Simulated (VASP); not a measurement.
# GePdF4 (P4mm) in VASP: single point with PBE

Aim: the single point of GePdF4 with PBE.

All numbers are computed with VASP 6.6.1; they aren't measurements. Logs are shortened: lines on timing, memory, paths and dates and some standing lists are left out, and cuts for length are marked.

**1. The cell of the first run**

The structure is tetragonal, space group P4mm (No. 99). The conventional cell has a = 4.315 Å, b = 4.315 Å, c = 4.645 Å, α = 90.00°, β = 90.00°, γ = 90.00°. Within 2.0 Å of Ge (site symmetry 4mm) lie 4 F at 1.52 Å. Pd (site symmetry 4mm) has 8 F at 2.94 to 2.95 Å and 4 Ge at 3.38 Å within 3.9 Å. F (site symmetry m) has 1 Ge at 1.52 Å and 2 F at 1.76 Å within 2.0 Å.

**2. Single point, PBE**

File INCAR:

```
SYSTEM = GePdF4
ALGO     = Normal         ! electronic algorithm
EDIFF    = 1E-6           ! SCF threshold, eV
ENCUT    = 520            ! plane-wave cutoff, eV
GGA      = PE             ! functional
ISIF     = 2              ! what is computed and relaxed
ISMEAR   = 0              ! smearing method
LASPH    = .TRUE.         ! aspherical terms in the spheres
LCHARG   = .FALSE.        ! write CHGCAR
LREAL    = .FALSE.        ! projectors in reciprocal space
LWAVE    = .FALSE.        ! write WAVECAR
NBANDS   = 35             ! bands
NELM     = 100            ! most SCF steps
PREC     = Accurate       ! precision mode
SIGMA    = 0.1            ! smearing width, eV
```

File KPOINTS:

```
k-points
0
G
  4 4 4
  0 0 0
```

File POSCAR:

```
GePdF4
1.0
    4.3147642900      0.0000000000      0.0000000000
    0.0000000000      4.3147642900      0.0000000000
    0.0000000000      0.0000000000      4.6451297400
Ge Pd F
1 1 4
Direct
    0.0000000000      0.0000000000      0.7500010000
    0.5000000000      0.5000000000      0.4388388600
    0.7960959700      0.7960959700      0.9396415300
    0.2039040300      0.2039040300      0.9396415300
    0.2039040300      0.7960959700      0.9396415300
    0.7960959700      0.2039040300      0.9396415300
```

Potentials or basis: VASP PAW PBE potentials, release 64 (Ge_d, Pd, F).

Command:

```
cat potpaw_PBE.64/Ge_d/POTCAR potpaw_PBE.64/Pd/POTCAR potpaw_PBE.64/F/POTCAR > POTCAR
mpirun -np 1 vasp_std > vasp.out
```

OUTCAR:

```text
SYSTEM = GePdF4
   EDIFF = 1E-6
   ENCUT = 520
   GGA = PE
   ISIF = 2
   ISMEAR = 0
   LASPH = .TRUE.
   LREAL = .FALSE.
   NELM = 100
   PREC = Accurate

 ion  position               nearest neighbor table
   1  0.000  0.000  0.750-   3 1.52   4 1.52   5 1.52   6 1.52
   2  0.500  0.500  0.439-
   3  0.796  0.796  0.940-   1 1.52   5 1.76   6 1.76
   4  0.204  0.204  0.940-   1 1.52   5 1.76   6 1.76
   5  0.204  0.796  0.940-   1 1.52   3 1.76   4 1.76
   6  0.796  0.204  0.940-   1 1.52   3 1.76   4 1.76

  LATTYP: Found a simple tetragonal cell.
 ALAT       =     4.3147642900
 C/A-ratio  =     1.0765662798

  Lattice vectors:

 A1 = (   4.3147642900,   0.0000000000,   0.0000000000)
 A2 = (   0.0000000000,   4.3147642900,   0.0000000000)
 A3 = (   0.0000000000,   0.0000000000,   4.6451297400)

Analysis of symmetry for initial positions (statically):
=====================================================================
 Subroutine PRICEL returns:
 Original cell was already a primitive cell.

 Routine SETGRP: Setting up the symmetry group for a
 simple tetragonal supercell.

 Subroutine GETGRP returns: Found  8 space group operations
 (whereof  8 operations were pure point group operations)
 out of a pool of 16 trial point group operations.

The static configuration has the point symmetry C_4v.

Analysis of symmetry for dynamics (positions and initial velocities):
=====================================================================
 Subroutine PRICEL returns:
 Original cell was already a primitive cell.

 Routine SETGRP: Setting up the symmetry group for a
 simple tetragonal supercell.

 Subroutine GETGRP returns: Found  8 space group operations
 (whereof  8 operations were pure point group operations)
 out of a pool of 16 trial point group operations.

The dynamic configuration has the point symmetry C_4v.

 Subroutine INISYM returns: Found  8 space group operations
 (whereof  8 operations are pure point group operations),
 and found     1 'primitive' translations

----------------------------------------------------------------------------------------

                                     Primitive cell

  volume of cell :      86.4793
[... 87 lines left out ...]
   LASPH  =      T    aspherical Exc in radial PAW
   ENCUT  =  520.0 eV  38.22 Ry    6.18 a.u.   8.02  8.02  8.64*2*pi/ulx,y,z
   NELM   =    100;   NELMIN=  2; NELMDL= -5     # of ELM steps
   EDIFF  = 0.1E-05   stopping-criterion for ELM
   LREAL  =      F    real-space projection
   EDIFFG = 0.1E-04   stopping-criterion for IOM
   NSW    =      0    number of steps for IOM
   IBRION =     -1    ionic relax: 0-MD 1-quasi-New 2-CG
   NFREE  =      0    steps in history (QN), initial steepest desc. (CG)
   ISIF   =      2    stress and relaxation
   ISYM   =      2    0-nonsym 1-usesym 2-fastsym
   POTIM  = 0.5000    time-step for ionic-motion
   TEBEG  =    0.0;   TEEND  =   0.0 temperature during run
   PSTRESS=    0.0 pullay stress
   NELECT =      52.0000    total number of electrons
   NUPDOWN=      -1.0000    fix difference up-down
   EMIN   =  10.00;   EMAX   =-10.00  energy-range for DOS
   EFERMI =   0.00;   METHOD = LEGACY
   ISMEAR =     0;   SIGMA  =   0.10  broadening in eV -4-tet -1-fermi 0-gaus
   EFERMI_NEDOS =   21; number of points for ismear=-14 and -15
   IALGO  =     38    algorithm
   IMIX   =      4    mixing-type and parameters
     AMIX     =   0.40;   BMIX     =  1.00
     AMIX_MAG =   1.60;   BMIX_MAG =  1.00
  volume/ion in A,a.u.               =      14.41        97.27
  Fermi-wavevector in a.u.,A,eV,Ry     =   1.381779  2.611184 25.977786  1.909313
  Thomas-Fermi vector in A             =   2.506532
   LORBIT       =      0    0 simple, 1 ext, 2 COOP (PROOUT), +10 PAW based schemes
   GGA     = PE    functional components
   LHFCALC =     F    Hartree Fock is set to
   AEXX    =    0.0000 exact exchange contribution
   IVDW    =     0    specifies the selected vdW correction
   LEPSILON=     F    determine dielectric tensor
   LRPA    =     F    only Hartree local field effects (RPA)
 non-spin polarized calculation
 Gauss-broadening in eV      SIGMA  =   0.10
  energy-cutoff  :      520.00
  volume of cell :       86.48
 maximum number of plane-waves:      2400
   NGX = 17   NGY = 17   NGZ = 17

 number of electron      51.9999929 magnetization

 Free energy of the ion-electron system (eV)
  ---------------------------------------------------
  ext. energy  EPLUGINS =         0.00000000
  ---------------------------------------------------
  free energy    TOTEN  =       -10.06927446 eV

  energy without entropy =      -10.03786683  energy(sigma->0) =      -10.05357065

 E-fermi :   1.6500     XC(G=0):  -9.5817

 val. band max:        1.6360780170   @ k =   0.2500   0.0000   0.2500
 cond. band min:       1.7179426740   @ k =   0.5000   0.2500   0.0000
 fundamental gap:      0.0818646571
 Fermi energy:         1.6499678202

 k-point     1 :       0.0000    0.0000    0.0000
  band No.  band energies     occupation
      1     -25.8724      2.00000
      2     -24.5199      2.00000
      3     -24.5199      2.00000
      4     -23.3848      2.00000
      5     -21.8119      2.00000
      6     -21.7929      2.00000
[... 673 lines left out ...]
     34      12.5057      0.00000
     35      17.4888      0.00000

------------------------ aborting loop because EDIFF is reached ----------------------------------------

  FORCE on cell =-STRESS in cart. coord.  units (eV):
  Direction    XX          YY          ZZ          XY          YZ          ZX
  --------------------------------------------------------------------------------------
  -------------------------------------------------------------------------------------
  Total       49.6952641     49.6952641     18.5726148      0.0000000      0.0000000      0.0000000
  in kB      920.6903368    920.6903368    344.0896684      0.0000000      0.0000000      0.0000000
  external PRESSURE =     728.4901140 kB  Pullay stress =       0.0000000 kB

 VOLUME and BASIS-vectors are now :
 -----------------------------------------------------------------------------
  energy-cutoff  :      520.00
  volume of cell :       86.48
      direct lattice vectors                 reciprocal lattice vectors
     4.314764290  0.000000000  0.000000000     0.231762371  0.000000000  0.000000000
     0.000000000  4.314764290  0.000000000     0.000000000  0.231762371  0.000000000
     0.000000000  0.000000000  4.645129740     0.000000000  0.000000000  0.215279240

 POSITION                                       TOTAL-FORCE (eV/Angst)
 -----------------------------------------------------------------------------------
      0.00000      0.00000      3.48385        -0.000000      0.000000    -23.990671
      2.15738      2.15738      2.03846        -0.000000      0.000000     -0.137814
      3.43497      3.43497      4.36476       -14.197478    -14.197478      6.032121
      0.87980      0.87980      4.36476        14.197478     14.197478      6.032121
      0.87980      3.43497      4.36476        14.197478    -14.197478      6.032121
      3.43497      0.87980      4.36476       -14.197478     14.197478      6.032121
 -----------------------------------------------------------------------------------
    total drift:                                0.000000      0.000000      0.003111

  FREE ENERGIE OF THE ION-ELECTRON SYSTEM (eV)
  ---------------------------------------------------
  free  energy   TOTEN  =       -10.0692744617 eV

  energy  without entropy=      -10.0378668286  energy(sigma->0) =      -10.05357065
```

OSZICAR:

```text
N       E                     dE             d eps       ncg     rms          rms(c)
DAV:   1     0.597796460910E+03    0.59780E+03   -0.27398E+04  1651   0.286E+03
DAV:   2     0.605488949606E+02   -0.53725E+03   -0.49976E+03  1423   0.839E+02
DAV:   3    -0.130539259834E+02   -0.73603E+02   -0.72647E+02  1367   0.177E+02
DAV:   4    -0.165608024585E+02   -0.35069E+01   -0.35016E+01  1423   0.443E+01
DAV:   5    -0.166386314562E+02   -0.77829E-01   -0.77801E-01  1406   0.639E+00    0.176E+01
DAV:   6    -0.124400930654E+02    0.41985E+01   -0.17606E+01  1686   0.610E+01    0.130E+01
DAV:   7    -0.104508531505E+02    0.19892E+01   -0.66644E+00  1483   0.262E+01    0.610E+00
DAV:   8    -0.104873362433E+02   -0.36483E-01   -0.72840E-01  1894   0.152E+01    0.650E+00
DAV:   9    -0.101510795135E+02    0.33626E+00   -0.24679E+00  1605   0.134E+01    0.349E+00
DAV:  10    -0.101403833398E+02    0.10696E-01   -0.10167E+00  1625   0.566E+00    0.265E+00
DAV:  11    -0.100958087757E+02    0.44575E-01   -0.23950E-02  1534   0.131E+00    0.174E+00
DAV:  12    -0.100716078451E+02    0.24201E-01   -0.12665E-02  1566   0.809E-01    0.608E-01
DAV:  13    -0.100693579767E+02    0.22499E-02   -0.42220E-03  1660   0.454E-01    0.151E-01
DAV:  14    -0.100692756449E+02    0.82332E-04   -0.51723E-04  1641   0.343E-01    0.527E-02
DAV:  15    -0.100692938906E+02   -0.18246E-04   -0.96520E-05  1468   0.934E-02    0.592E-02
DAV:  16    -0.100692814923E+02    0.12398E-04   -0.53069E-05  1723   0.601E-02    0.353E-02
DAV:  17    -0.100692748619E+02    0.66305E-05   -0.70540E-06  1042   0.218E-02    0.543E-03
DAV:  18    -0.100692744617E+02    0.40020E-06   -0.14022E-06   958   0.123E-02
   1 F= -.10069274E+02 E0= -.10053571E+02  d E =-.314076E-01
```

Wall time 35 s (1 thread of Intel Xeon Platinum 8375C at 2.90GHz (Ice Lake), shared host); peak memory 0.21 GiB.

What came out:

| Quantity | Value |
| --- | --- |
| Free energy | -10.0693 eV |
| Pressure | 72.8 GPa |
| Largest force | 23.991 eV/Å |
| Band gap on the k mesh | zero (band 26 reaches 1.89 eV, above the bottom of band 27 at 1.62 eV) |

Forces on the atoms (eV/Å):
```
Ge    0.000   0.000 -23.991
Pd    0.000   0.000  -0.138
F   -14.197 -14.197   6.032
F    14.197  14.197   6.032
F    14.197 -14.197   6.032
F   -14.197  14.197   6.032
```

Stress tensor (GPa, compression positive):
```
92.07  0.00  0.00
 0.00 92.07  0.00
 0.00  0.00 34.41
```

Caveat: the k points lie up to 0.36 Å⁻¹ apart; forces of over 1 eV/Å act on the atoms, so gaps and moduli don't describe the material at rest.
